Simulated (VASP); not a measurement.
# Os (P6_3/mmc) in VASP: further runs

The runs below take Os through single point, with PBE.

Program: VASP 6.6.1. These are calculated values, not measurements. Logs are shortened: lines on timing, memory, paths and dates and some standing lists are left out, and cuts for length are marked.

### Step 1. The cell of the first run

The structure is hexagonal, space group P6_3/mmc (No. 194). The conventional cell has a = 2.652 Å, b = 2.652 Å, c = 4.320 Å, α = 90.00°, β = 90.00°, γ = 120.00°. Os (site symmetry -6m2) has 12 Os at 2.65 Å within 3.5 Å.

### Step 2. Single point, PBE (equal xx and yy strain of -3 %)

The input, INCAR:

```
ALGO = Normal ; EDIFF = 1E-6
ENCUT = 600 ; GGA = PE
GGA_COMPAT = F ; ISIF = 2
ISMEAR = -1 ; LASPH = T
LCHARG = F ; LREAL = F
LWAVE = F ; NBANDS = 15
NELM = 120 ; PREC = Accurate
SIGMA = 0.05
```

The input, KPOINTS:

```
k-points
0
Gamma
  15 15 9
```

The input, POSCAR:

```
Os
1.0
    2.6520769762      0.0000000000      0.0000000000
   -1.3260384882      2.2967660342      0.0000000000
    0.0000000000      0.0000000000      4.3197000000
Os
2
Direct
    0.3333333333      0.6666666667      0.2500000000
    0.6666666667      0.3333333333      0.7500000000
```

Potentials or basis: VASP PAW PBE potentials, release 64 (Os).

Command:

```sh
> cat potpaw_PBE.64/Os/POTCAR > POTCAR
> mpirun -np 1 vasp_std > vasp.out
```

OUTCAR:

```text
EDIFF = 1E-6
   ENCUT = 600
   GGA = PE
   ISIF = 2
   ISMEAR = -1
   LASPH = T
   LREAL = F
   NELM = 120
   PREC = Accurate

 ion  position               nearest neighbor table
   1  0.333  0.667  0.250-   2 2.65   2 2.65   2 2.65   2 2.65   2 2.65   2 2.65
   2  0.667  0.333  0.750-   1 2.65   1 2.65   1 2.65   1 2.65   1 2.65   1 2.65

  LATTYP: Found a hexagonal cell.
 ALAT       =     2.6520769762
 C/A-ratio  =     1.6287988768

  Lattice vectors:

 A1 = (   2.6520769762,   0.0000000000,   0.0000000000)
 A2 = (  -1.3260384882,   2.2967660342,   0.0000000000)
 A3 = (   0.0000000000,   0.0000000000,   4.3197000000)

Analysis of symmetry for initial positions (statically):
=====================================================================
 Subroutine PRICEL returns:
 Original cell was already a primitive cell.

 Routine SETGRP: Setting up the symmetry group for a
 hexagonal supercell.

 Subroutine GETGRP returns: Found 24 space group operations
 (whereof 12 operations were pure point group operations)
 out of a pool of 24 trial point group operations.

The static configuration has the point symmetry D_3d.
 The point group associated with its full space group is D_6h.

Analysis of symmetry for dynamics (positions and initial velocities):
=====================================================================
 Subroutine PRICEL returns:
 Original cell was already a primitive cell.

 Routine SETGRP: Setting up the symmetry group for a
 hexagonal supercell.

 Subroutine GETGRP returns: Found 24 space group operations
 (whereof 12 operations were pure point group operations)
 out of a pool of 24 trial point group operations.

The dynamic configuration has the point symmetry D_3d.
 The point group associated with its full space group is D_6h.

 Subroutine INISYM returns: Found 24 space group operations
 (whereof 12 operations are pure point group operations),
 and found     1 'primitive' translations

----------------------------------------------------------------------------------------

                                     Primitive cell

  volume of cell :      26.3122

  direct lattice vectors                    reciprocal lattice vectors
     2.652076976  0.000000000  0.000000000     0.377062962  0.217697403  0.000000000
    -1.326038488  2.296766034  0.000000000     0.000000000  0.435394805  0.000000000
     0.000000000  0.000000000  4.319700000     0.000000000  0.000000000  0.231497558

  length of vectors
     2.652076976  2.652076976  4.319700000     0.435394805  0.435394805  0.231497558

  position of ions in fractional coordinates (direct lattice)
     0.333333333  0.666666667  0.250000000
     0.666666667  0.333333333  0.750000000

  ion indices of the primitive-cell ions
   primitive index   ion index
                 1           1
                 2           2

----------------------------------------------------------------------------------------

 KPOINTS: k-points

Automatic generation of k-mesh.
 Grid dimensions read from file:
 generate k-points for:   15   15    9

 Generating k-lattice:

  Cartesian coordinates                     Fractional coordinates (reciprocal lattice)
     0.025137531  0.014513160  0.000000000     0.066666667  0.000000000  0.000000000
     0.000000000  0.029026320  0.000000000     0.000000000  0.066666667  0.000000000
     0.000000000  0.000000000  0.025721951     0.000000000  0.000000000  0.111111111

  Length of vectors
     0.029026320  0.029026320  0.025721951

  Shift w.r.t. Gamma in fractional coordinates (k-lattice)
     0.000000000  0.000000000  0.000000000

 Subroutine IBZKPT returns following result:
 ===========================================

 Found    135 irreducible k-points:

 Following reciprocal coordinates:
            Coordinates               Weight
  0.000000  0.000000  0.000000      1.000000
  0.066667  0.000000  0.000000      6.000000
  0.133333  0.000000  0.000000      6.000000
  0.200000 -0.000000  0.000000      6.000000
  0.266667  0.000000  0.000000      6.000000
  0.333333  0.000000  0.000000      6.000000
[... 16 lines left out ...]
  0.333333  0.200000  0.000000     12.000000
  0.400000  0.200000  0.000000      6.000000
 [... further k-points ...]
   k-points           NKPTS =    135   k-points in BZ     NKDIM =    135   number of bands    NBANDS=     15
   number of dos      NEDOS =    301   number of ions     NIONS =      2
   total plane-waves  NPLWV =  20736
   dimension x,y,z NGX =    24 NGY =   24 NGZ =   36
   dimension x,y,z NGXF=    48 NGYF=   48 NGZF=   72
   ions per type =               2
   NGX,Y,Z   is equivalent  to a cutoff of  15.04, 15.04, 13.85 a.u.
   NGXF,Y,Z  is equivalent  to a cutoff of  30.09, 30.09, 27.71 a.u.
 SYSTEM =  unknown system
   PREC   = accura    normal or accurate (medium, high low for compatibility)
   ISTART =      0    job   : 0-new  1-cont  2-samecut
   ICHARG =      2    charge: 1-file 2-atom 10-const
   ISPIN  =      1    spin polarized calculation?
   LNONCOLLINEAR =      F non collinear calculations
   LSORBIT =      F    spin-orbit coupling
   LASPH  =      T    aspherical Exc in radial PAW
   ENCUT  =  600.0 eV  44.10 Ry    6.64 a.u.   5.30  5.30  8.63*2*pi/ulx,y,z
   NELM   =    120;   NELMIN=  2; NELMDL= -5     # of ELM steps
   EDIFF  = 0.1E-05   stopping-criterion for ELM
   LREAL  =      F    real-space projection
   EDIFFG = 0.1E-04   stopping-criterion for IOM
   NSW    =      0    number of steps for IOM
   IBRION =     -1    ionic relax: 0-MD 1-quasi-New 2-CG
   NFREE  =      0    steps in history (QN), initial steepest desc. (CG)
   ISIF   =      2    stress and relaxation
   ISYM   =      2    0-nonsym 1-usesym 2-fastsym
   POTIM  = 0.5000    time-step for ionic-motion
   TEBEG  =    0.0;   TEEND  =   0.0 temperature during run
   PSTRESS=    0.0 pullay stress
   NELECT =      16.0000    total number of electrons
   NUPDOWN=      -1.0000    fix difference up-down
   EMIN   =  10.00;   EMAX   =-10.00  energy-range for DOS
   EFERMI =   0.00;   METHOD = LEGACY
   ISMEAR =    -1;   SIGMA  =   0.05  broadening in eV -4-tet -1-fermi 0-gaus
   EFERMI_NEDOS =   21; number of points for ismear=-14 and -15
   IALGO  =     38    algorithm
   IMIX   =      4    mixing-type and parameters
     AMIX     =   0.40;   BMIX     =  1.00
     AMIX_MAG =   1.60;   BMIX_MAG =  1.00
  volume/ion in A,a.u.               =      13.16        88.78
  Fermi-wavevector in a.u.,A,eV,Ry     =   1.386956  2.620967 26.172804  1.923647
  Thomas-Fermi vector in A             =   2.511223
   LORBIT       =      0    0 simple, 1 ext, 2 COOP (PROOUT), +10 PAW based schemes
   GGA     = PE    functional components
   LHFCALC =     F    Hartree Fock is set to
   AEXX    =    0.0000 exact exchange contribution
   IVDW    =     0    specifies the selected vdW correction
   LEPSILON=     F    determine dielectric tensor
   LRPA    =     F    only Hartree local field effects (RPA)
 non-spin polarized calculation
  energy-cutoff  :      600.00
  volume of cell :       26.31
 maximum number of plane-waves:       890
 NGX is ok and might be reduce to    24
   NGX = 11   NGY = 11   NGZ = 17

 number of electron      16.0000000 magnetization

 Free energy of the ion-electron system (eV)
  ---------------------------------------------------
  ext. energy  EPLUGINS =         0.00000000
  ---------------------------------------------------
  free energy    TOTEN  =       -22.21881651 eV

  energy without entropy =      -22.21089865  energy(sigma->0) =      -22.21485758

 E-fermi :  10.4155     XC(G=0): -14.4158

 val. band max:       10.4104108182   @ k =   0.0667   0.0000   0.3333
 cond. band min:      10.4250005552   @ k =   0.1333   0.0000   0.3333
 fundamental gap:      0.0145897370
 Fermi energy:        10.4155065724

 k-point     1 :       0.0000    0.0000    0.0000
  band No.  band energies     occupation
      1      -1.0824      2.00000
      2       1.9941      2.00000
      3       6.9863      2.00000
      4       7.1254      2.00000
      5       7.1254      2.00000
      6       7.9651      2.00000
      7       7.9651      2.00000
      8       9.0360      2.00000
      9       9.0360      2.00000
     10      10.1099      1.99558
     11      12.3056      0.00000
     12      12.3056      0.00000
     13      19.8707      0.00000
     14      24.5881      0.00000
     15      26.7986      0.00000

 k-point     2 :       0.0667    0.0000    0.0000
  band No.  band energies     occupation
      1      -0.8840      2.00000
      2       2.1781      2.00000
      3       6.6209      2.00000
      4       7.3045      2.00000
      5       7.4333      2.00000
      6       7.8361      2.00000
      7       8.1348      2.00000
      8       8.7153      2.00000
      9       8.8902      2.00000
     10       9.4265      2.00000
     11      12.3995      0.00000
     12      13.3219      0.00000
     13      19.8529      0.00000
     14      25.0179      0.00000
     15      27.0838      0.00000

 k-point     3 :       0.1333    0.0000    0.0000
  band No.  band energies     occupation
      1      -0.3161      2.00000
      2       2.6727      2.00000
      3       6.1145      2.00000
      4       7.4331      2.00000
      5       7.5440      2.00000
      6       7.8325      2.00000
      7       7.9618      2.00000
      8       8.5240      2.00000
      9       8.6328      2.00000
     10       8.9234      2.00000
     11      12.6171      0.00000
     12      15.0592      0.00000
     13      19.7544      0.00000
     14      26.1447      0.00000
     15      27.7610      0.00000

 k-point     4 :       0.2000   -0.0000    0.0000
  band No.  band energies     occupation
      1       0.5316      2.00000
      2       3.2382      2.00000
      3       5.7354      2.00000
      4       6.2613      2.00000
      5       7.0577      2.00000
      6       8.0672      2.00000
      7       8.5250      2.00000
      8       8.6474      2.00000
      9       8.6781      2.00000
     10       9.4236      2.00000
     11      12.8513      0.00000
     12      16.9114      0.00000
     13      19.5272      0.00000
     14      26.8488      0.00000
     15      27.5383      0.00000
[... 307 lines left out ...]
 k-point    22 :       0.2667    0.2000    0.0000
  band No.  band energies     occupation
      1       3.6442      2.00000
      2       3.8332      2.00000
      3       4.2170      2.00000
      4       5.2366      2.00000
      5       6.3822      2.00000
      6       7.7102      2.00000
      7       7.7761      2.00000
      8      10.3092      1.78676
      9      12.4983      0.00000
     10      12.6499      0.00000
     11      14.3542      0.00000
     12      19.5919      0.00000
     13      20.7505      0.00000
     14      21.5296      0.00000
     15      22.9347      0.00000

 k-point    23 :       0.3333    0.2000    0.0000
  band No.  band energies     occupation
      1       3.5070      2.00000
      2       3.8977      2.00000
      3       3.9986      2.00000
      4       5.9710      2.00000
      5       6.4089      2.00000
      6       7.3012      2.00000
      7       8.2759      2.00000
      8      11.2324      0.00000
      9      12.5989      0.00000
     10      12.7594      0.00000
     11      15.5676      0.00000
     12      18.0321      0.00000
     13      19.9184      0.00000
     14      21.6671      0.00000
     15      24.2783      0.00000

 k-point    24 :       0.4000    0.2000    0.0000
  band No.  band energies     occupation
      1       3.3945      2.00000
      2       3.8525      2.00000
      3       4.0155      2.00000
      4       6.3116      2.00000
      5       6.4778      2.00000
      6       7.0989      2.00000
      7       8.4749      2.00000
      8      11.8797      0.00000
      9      12.5806      0.00000
     10      12.6259      0.00000
     11      16.2571      0.00000
     12      17.0056      0.00000
     13      19.3495      0.00000
     14      22.4974      0.00000
     15      24.8523      0.00000

 [... further k-points ...]
[... 5 lines left out ...]
  --------------------------------------------------------------------------------------
  -------------------------------------------------------------------------------------
  Total        7.7481306      7.7481306      4.3496600     -0.0000000     -0.0000000     -0.0000000
  in kB      471.7925171    471.7925171    264.8557638     -0.0000000     -0.0000000     -0.0000000
  external PRESSURE =     402.8135993 kB  Pullay stress =       0.0000000 kB

 VOLUME and BASIS-vectors are now :
 -----------------------------------------------------------------------------
  energy-cutoff  :      600.00
  volume of cell :       26.31
      direct lattice vectors                 reciprocal lattice vectors
     2.652076976  0.000000000  0.000000000     0.377062962  0.217697403  0.000000000
    -1.326038488  2.296766034  0.000000000     0.000000000  0.435394805  0.000000000
     0.000000000  0.000000000  4.319700000     0.000000000  0.000000000  0.231497558

 POSITION                                       TOTAL-FORCE (eV/Angst)
 -----------------------------------------------------------------------------------
     -0.00000      1.53118      1.07993         0.000000      0.000000      0.000000
      1.32604      0.76559      3.23977        -0.000000     -0.000000      0.000000
 -----------------------------------------------------------------------------------
    total drift:                               -0.000000      0.000000     -0.000000

  FREE ENERGIE OF THE ION-ELECTRON SYSTEM (eV)
  ---------------------------------------------------
  free  energy   TOTEN  =       -22.2188165135 eV

  energy  without entropy=      -22.2108986546  energy(sigma->0) =      -22.21485758
```

Wall time 79 s (1 thread of Intel Xeon 8259CL, shared host); peak memory 0.2 GiB.

What came out:

* Free energy: -22.2188 eV
* Pressure: 40.3 GPa
* Band gap on the k mesh: zero (bands 8 and 9 overlap by 4.45 eV)

Caveat: the cell differs from its parent crystal (equal xx and yy strain of -3 %); the cell stands under pressure; spin-orbit coupling is left out, which moves the levels of the heavy elements.

(Part 1 of 3 ends here.)
